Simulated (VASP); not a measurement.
# TeW (Pm-3m) in VASP: a series of runs

Runs on TeW. Level: PBEsol. Tasks: single point, relaxation of cell and atoms.

Program: VASP 6.6.1. These are calculated values, not measurements. Logs are shortened: lines on timing, memory, paths and dates and some standing lists are left out, and cuts for length are marked.

## Step 1: The cell of the first run

The structure is cubic, space group Pm-3m (No. 221). The conventional cell has a = 3.300 Å, b = 3.300 Å, c = 3.300 Å, α = 90.00°, β = 90.00°, γ = 90.00°. Within 3.8 Å of W (site symmetry m-3m) lie 8 Te at 2.86 Å and 6 W at 3.30 Å. Within 3.8 Å of Te (site symmetry m-3m) lie 8 W at 2.86 Å and 6 Te at 3.30 Å.

## Step 2: Single point, PBEsol

Input file INCAR:

```
SYSTEM = TeW
PREC     = Accurate       ! precision mode
ENCUT    = 520            ! plane-wave cutoff, eV
EDIFF    = 1E-6           ! SCF threshold, eV
ISMEAR   = 0              ! smearing method
SIGMA    = 0.1            ! smearing width, eV
LREAL    = .FALSE.        ! projectors in reciprocal space
LASPH    = .TRUE.         ! aspherical terms in the spheres
NELM     = 60             ! most SCF steps
ALGO     = Normal         ! electronic algorithm
ISIF     = 2              ! what is computed and relaxed
LWAVE    = .FALSE.        ! write WAVECAR
LCHARG   = .FALSE.        ! write CHGCAR
GGA      = PS             ! functional
NBANDS   = 17             ! bands
```

Input file KPOINTS:

```
Automatic mesh
0
G
  12 12 12
  0 0 0
```

Input file POSCAR:

```
TeW
1.0
    3.3003715571      0.0000000000      0.0000000000
    0.0000000000      3.3003715571      0.0000000000
    0.0000000000      0.0000000000      3.3003715571
W Te
1 1
Direct
    0.0000000000      0.0000000000      0.0000000000
    0.5000000000      0.5000000000      0.5000000000
```

Potentials or basis: VASP PAW PBE potentials, release 64 (W_sv, Te).

Started as:

```
> cat potpaw_PBE.64/W_sv/POTCAR potpaw_PBE.64/Te/POTCAR > POTCAR
> mpirun -np 1 vasp_std > vasp.out
```

OUTCAR:

```text
SYSTEM = TeW
   PREC = Accurate
   ENCUT = 520
   EDIFF = 1E-6
   ISMEAR = 0
   LREAL = .FALSE.
   LASPH = .TRUE.
   NELM = 60
   ISIF = 2
   GGA = PS

 ion  position               nearest neighbor table
   1  0.000  0.000  0.000-   2 2.86   2 2.86   2 2.86   2 2.86   2 2.86   2 2.86   2 2.86   2 2.86

   2  0.500  0.500  0.500-   1 2.86   1 2.86   1 2.86   1 2.86   1 2.86   1 2.86   1 2.86   1 2.86

  LATTYP: Found a simple cubic cell.
 ALAT       =     3.3003715571

  Lattice vectors:

 A1 = (   3.3003715571,   0.0000000000,   0.0000000000)
 A2 = (   0.0000000000,   3.3003715571,   0.0000000000)
 A3 = (   0.0000000000,   0.0000000000,   3.3003715571)

Analysis of symmetry for initial positions (statically):
=====================================================================
 Subroutine PRICEL returns:
 Original cell was already a primitive cell.

 Routine SETGRP: Setting up the symmetry group for a
 simple cubic supercell.

 Subroutine GETGRP returns: Found 48 space group operations
 (whereof 48 operations were pure point group operations)
 out of a pool of 48 trial point group operations.

The static configuration has the point symmetry O_h .

Analysis of symmetry for dynamics (positions and initial velocities):
=====================================================================
 Subroutine PRICEL returns:
 Original cell was already a primitive cell.

 Routine SETGRP: Setting up the symmetry group for a
 simple cubic supercell.

 Subroutine GETGRP returns: Found 48 space group operations
 (whereof 48 operations were pure point group operations)
 out of a pool of 48 trial point group operations.

The dynamic configuration has the point symmetry O_h .

 Subroutine INISYM returns: Found 48 space group operations
 (whereof 48 operations are pure point group operations),
 and found     1 'primitive' translations

----------------------------------------------------------------------------------------

                                     Primitive cell

  volume of cell :      35.9491

  direct lattice vectors                    reciprocal lattice vectors
     3.300371557  0.000000000  0.000000000     0.302996188  0.000000000  0.000000000
     0.000000000  3.300371557  0.000000000     0.000000000  0.302996188  0.000000000
     0.000000000  0.000000000  3.300371557     0.000000000  0.000000000  0.302996188

  length of vectors
     3.300371557  3.300371557  3.300371557     0.302996188  0.302996188  0.302996188

[... 75 lines left out ...]
   LNONCOLLINEAR =      F non collinear calculations
   LSORBIT =      F    spin-orbit coupling
   LASPH  =      T    aspherical Exc in radial PAW
   ENCUT  =  520.0 eV  38.22 Ry    6.18 a.u.   6.14  6.14  6.14*2*pi/ulx,y,z
   NELM   =     60;   NELMIN=  2; NELMDL= -5     # of ELM steps
   EDIFF  = 0.1E-05   stopping-criterion for ELM
   LREAL  =      F    real-space projection
   EDIFFG = 0.1E-04   stopping-criterion for IOM
   NSW    =      0    number of steps for IOM
   IBRION =     -1    ionic relax: 0-MD 1-quasi-New 2-CG
   NFREE  =      0    steps in history (QN), initial steepest desc. (CG)
   ISIF   =      2    stress and relaxation
   ISYM   =      2    0-nonsym 1-usesym 2-fastsym
   POTIM  = 0.5000    time-step for ionic-motion
   TEBEG  =    0.0;   TEEND  =   0.0 temperature during run
   PSTRESS=    0.0 pullay stress
   NELECT =      20.0000    total number of electrons
   NUPDOWN=      -1.0000    fix difference up-down
   EMIN   =  10.00;   EMAX   =-10.00  energy-range for DOS
   EFERMI =   0.00;   METHOD = LEGACY
   ISMEAR =     0;   SIGMA  =   0.10  broadening in eV -4-tet -1-fermi 0-gaus
   EFERMI_NEDOS =   21; number of points for ismear=-14 and -15
   IALGO  =     38    algorithm
   IMIX   =      4    mixing-type and parameters
     AMIX     =   0.40;   BMIX     =  1.00
     AMIX_MAG =   1.60;   BMIX_MAG =  1.00
  volume/ion in A,a.u.               =      17.97       121.30
  Fermi-wavevector in a.u.,A,eV,Ry     =   1.346445  2.544412 24.666199  1.812914
  Thomas-Fermi vector in A             =   2.474276
   LORBIT       =      0    0 simple, 1 ext, 2 COOP (PROOUT), +10 PAW based schemes
   GGA     = PS    functional components
   LHFCALC =     F    Hartree Fock is set to
   AEXX    =    0.0000 exact exchange contribution
   IVDW    =     0    specifies the selected vdW correction
   LEPSILON=     F    determine dielectric tensor
   LRPA    =     F    only Hartree local field effects (RPA)
 non-spin polarized calculation
 Gauss-broadening in eV      SIGMA  =   0.10
  energy-cutoff  :      520.00
  volume of cell :       35.95
 maximum number of plane-waves:       992
 NGX is ok and might be reduce to    28
   NGX = 13   NGY = 13   NGZ = 13

 number of electron      20.0000001 magnetization

 Free energy of the ion-electron system (eV)
  ---------------------------------------------------
  ext. energy  EPLUGINS =         0.00000000
  ---------------------------------------------------
  free energy    TOTEN  =       -15.98127613 eV

  energy without entropy =      -15.97286617  energy(sigma->0) =      -15.97707115

 E-fermi :  12.5638     XC(G=0): -12.6720

 val. band max:       12.5499525190   @ k =   0.4167   0.3333   0.1667
 cond. band min:      12.5692213328   @ k =   0.5000   0.4167   0.2500
 fundamental gap:      0.0192688137
 Fermi energy:        12.5638355064

 k-point     1 :       0.0000    0.0000    0.0000
  band No.  band energies     occupation
      1     -61.5507      2.00000
      2     -25.7311      2.00000
      3     -25.7311      2.00000
      4     -25.7311      2.00000
      5      -3.0338      2.00000
      6       9.0086      2.00000
[... 457 lines left out ...]
      4     -25.7065      2.00000
      5      -0.3345      2.00000
      6       5.2529      2.00000
[... 9 lines left out ...]
     16      22.5337      0.00000
     17      23.6080      0.00000

 [... further k-points ...]
[... 5 lines left out ...]
  --------------------------------------------------------------------------------------
  -------------------------------------------------------------------------------------
  Total        0.0613862      0.0613862      0.0613862      0.0000000      0.0000000     -0.0000000
  in kB        2.7358540      2.7358540      2.7358540      0.0000000      0.0000000     -0.0000000
  external PRESSURE =       2.7358540 kB  Pullay stress =       0.0000000 kB

 VOLUME and BASIS-vectors are now :
 -----------------------------------------------------------------------------
  energy-cutoff  :      520.00
  volume of cell :       35.95
      direct lattice vectors                 reciprocal lattice vectors
     3.300371557  0.000000000  0.000000000     0.302996188  0.000000000  0.000000000
     0.000000000  3.300371557  0.000000000     0.000000000  0.302996188  0.000000000
     0.000000000  0.000000000  3.300371557     0.000000000  0.000000000  0.302996188

 POSITION                                       TOTAL-FORCE (eV/Angst)
 -----------------------------------------------------------------------------------
      0.00000      0.00000      0.00000         0.000000      0.000000      0.000000
      1.65019      1.65019      1.65019         0.000000      0.000000      0.000000
 -----------------------------------------------------------------------------------
    total drift:                               -0.000000     -0.000000     -0.000000

  FREE ENERGIE OF THE ION-ELECTRON SYSTEM (eV)
  ---------------------------------------------------
  free  energy   TOTEN  =       -15.9812761267 eV

  energy  without entropy=      -15.9728661718  energy(sigma->0) =      -15.97707115
```

OSZICAR:

```text
N       E                     dE             d eps       ncg     rms          rms(c)
DAV:   1     0.133643052877E+03    0.13364E+03   -0.99182E+03  2864   0.120E+03
DAV:   2    -0.122575083396E+02   -0.14590E+03   -0.14249E+03  3553   0.319E+02
DAV:   3    -0.164192554014E+02   -0.41617E+01   -0.41150E+01  3152   0.496E+01
DAV:   4    -0.164621398660E+02   -0.42884E-01   -0.42825E-01  3379   0.560E+00
DAV:   5    -0.164628279832E+02   -0.68812E-03   -0.68810E-03  3157   0.717E-01    0.188E+01
DAV:   6    -0.160519041937E+02    0.41092E+00   -0.11660E+00  2958   0.853E+00    0.805E+00
DAV:   7    -0.159911485179E+02    0.60756E-01   -0.60069E-02  2924   0.155E+00    0.315E+00
DAV:   8    -0.159816027455E+02    0.95458E-02   -0.22924E-02  3259   0.936E-01    0.574E-01
DAV:   9    -0.159813823744E+02    0.22037E-03   -0.32438E-04  3038   0.158E-01    0.394E-01
DAV:  10    -0.159812837005E+02    0.98674E-04   -0.28319E-04  3218   0.167E-01    0.406E-02
DAV:  11    -0.159812768889E+02    0.68117E-05   -0.60162E-06  3145   0.254E-02    0.959E-03
DAV:  12    -0.159812761267E+02    0.76215E-06   -0.35293E-07  1670   0.551E-03
   1 F= -.15981276E+02 E0= -.15977071E+02  d E =-.840995E-02
```

It took 18 s on 1 thread of Intel Xeon 6975P-C (Granite Rapids), shared host; peak memory 0.18 GiB.

What came out:

* Free energy: -15.9813 eV
* Pressure: 0.3 GPa
* Band gap on the k mesh: zero (band 10 reaches 14.05 eV, above the bottom of band 11 at 11.86 eV)

Caveat: the PAW data sets were made with another functional, which shifts forces and pressure a little; spin-orbit coupling is left out, which moves the levels of the heavy elements.

## Step 3: Relaxation of cell and atoms, PBEsol

Input file INCAR:

```
PREC = Accurate ; ENCUT = 600
EDIFF = 1E-6 ; ISMEAR = 0
SIGMA = 0.1 ; LREAL = F
LASPH = T ; NELM = 100
ALGO = Normal ; ISIF = 3
LWAVE = F ; LCHARG = F
GGA = PS ; IBRION = 2
NSW = 100 ; EDIFFG = -0.01
```

Input file KPOINTS:

```
regular mesh
0
Gamma
  12 12 12
```

Input file POSCAR:

```
TeW
1.0
    3.3010346773      0.0000000000      0.0000000000
    0.0000000000      3.3010346773      0.0000000000
    0.0000000000      0.0000000000      3.3010346773
W Te
1 1
Direct
    0.0000000000      0.0000000000      0.0000000000
    0.5000000000      0.5000000000      0.5000000000
```

Potentials or basis: VASP PAW PBE potentials, release 64 (W_sv, Te).

Started as:

```
> cat potpaw_PBE.64/W_sv/POTCAR potpaw_PBE.64/Te/POTCAR > POTCAR
> mpirun -np 1 vasp_std > vasp.out
```

Wall time 30 s (1 thread of Intel Xeon 6975P-C (Granite Rapids), shared host); peak memory 0.2 GiB.

The run converged. Its results:

| Property | Result |
| --- | --- |
| Free energy | -15.9815 eV |
| Relaxed volume | 18.00 Å³/atom |
| Relaxed cell | a = 3.302 Å, b = 3.302 Å, c = 3.302 Å, α = 90.00°, β = 90.00°, γ = 90.00° |
| Space group after relaxing (to 0.05 Å) | Pm-3m (No. 221) |
| Energy gained by relaxing | 0.0 meV/atom |
| Ionic steps | 3 |
| Pressure after relaxing | 0.0 GPa |
| Band gap on the k mesh | zero (band 10 reaches 14.03 eV, above the bottom of band 11 at 11.84 eV) |

Final structure:
```xyz
2
Lattice="3.3019 0.0000 0.0000 0.0000 3.3019 0.0000 0.0000 0.0000 3.3019" Properties=species:S:1:pos:R:3 pbc="T T T"
W     0.0000    0.0000    0.0000
Te    1.6510    1.6510    1.6510
```

Levels at points of the mesh, in eV from the Fermi level:
| k point | band 8 | band 9 | band 10 | band 11 | band 12 | band 13 |
| --- | --- | --- | --- | --- | --- | --- |
| (0.00, 0.00, 0.00) | -1.29 | -1.29 | -1.29 | 0.67 | 0.67 | 0.67 |
| (0.50, 0.00, 0.00) | -3.39 | -2.77 | 0.81 | 2.10 | 4.51 | 5.55 |
| (0.50, 0.50, 0.00) | -3.99 | -0.97 | -0.97 | 1.01 | 1.31 | 2.40 |
| (0.50, 0.50, 0.50) | -7.33 | 1.49 | 1.49 | 1.49 | 2.54 | 2.54 |

Caveat: the PAW data sets were made with another functional, which shifts forces and pressure a little; spin-orbit coupling is left out, which moves the levels of the heavy elements.
